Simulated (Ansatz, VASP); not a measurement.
## CoO in VASP and in Ansatz

File INCAR:

```
SYSTEM = CoO
ALGO     = Normal         ! electronic algorithm
EDIFF    = 1E-7           ! SCF threshold, eV
ENCUT    = 520            ! plane-wave cutoff, eV
GGA      = PE             ! functional
ISIF     = 2              ! what is computed and relaxed
ISMEAR   = 0              ! smearing method
LASPH    = .True.         ! aspherical terms in the spheres
LCHARG   = .True.         ! write CHGCAR
LDAU     = .True.         ! DFT+U
LDAUJ    = 0 0          
LDAUL    = 2 -1           ! shell
LDAUPRINT= 1            
LDAUTYPE = 2            
LDAUU    = 3.32 0         ! U, eV
LELF     = .True.         ! ELF
LMAXMIX  = 4              ! l up to which the mixer works
LREAL    = .False.        ! projectors in reciprocal space
LVHAR    = .True.       
LWAVE    = .False.        ! write WAVECAR
NBANDS   = 14             ! bands
NELM     = 150            ! most SCF steps
PREC     = Accurate       ! precision mode
SIGMA    = 0.02           ! smearing width, eV
```

File KPOINTS:

```
k-points
0
Gamma
  12 12 12
  0 0 0
```

File POSCAR:

```
CoO
1.0
    1.5252806262      0.8806211801      2.4720348897
   -1.5252806262      0.8806211801      2.4720348897
    0.0000000000     -1.7612423603      2.4720348897
Co O
1 1
Direct
    0.0000000000      0.0000000000      0.0000000000
    0.5000000000      0.5000000000      0.5000000000
```

Input for Ansatz:

```yaml
crystal:
  lattice:
    - [1.5252806262, 0.8806211801, 2.4720348897]
    - [-1.5252806262, 0.8806211801, 2.4720348897]
    - [0.0, -1.7612423603, 2.4720348897]
  atoms:
    - { symbol: Co, position: [0.0, 0.0, 0.0] }
    - { symbol: O, position: [0.5, 0.5, 0.5] }
basis:
  ecutwfc: 420
kpoints:
  mp_grid: { grid: [12, 12, 12] }
hamiltonian:
  xc: pbe
  hubbard: { sites: [{ species: Co, l: d, u_eff: 3.32 }] }
scf:
  occupations: { method: gaussian, width: 0.02 }
output:
  forces: true
  stress: true
  eigenvalues: true
```

Alike in both runs: task single point; functional PBE; k mesh 12 × 12 × 12; occupations gaussian, width 0.02 eV; no spin polarisation; Hubbard terms Co d U = 3.32 eV.

|  | VASP | Ansatz |
| --- | --- | --- |
| version | VASP 6.6.1 | Ansatz 0.2.0 |
| potentials or method | VASP PAW PBE potentials, release 64 (Co, O), cutoff 520 eV | scalar-relativistic, plane waves, PAW |
| valence electrons in the cell | 15 | 23 |

|  | VASP | Ansatz | Ansatz less VASP |
| --- | --- | --- | --- |
| gap on the k mesh at the Fermi level (eV) | none | none | - |
| pressure (GPa) | -23.3 | -22.1 | +1.17 |
| traceless stress, the component that is largest in VASP (GPa) | 0.79 | 0.77 | -0.012 |

The programs project onto different local orbitals, so the same U acts differently, and such runs can settle in different states. A gap of «none» marks a metal or a gap that the smearing closes. VASP's potentials hold 15 valence electrons a cell and Ansatz's 23, so a difference there can come from the potentials and not from the codes. Ansatz's warnings: filled band counts differ across k points.
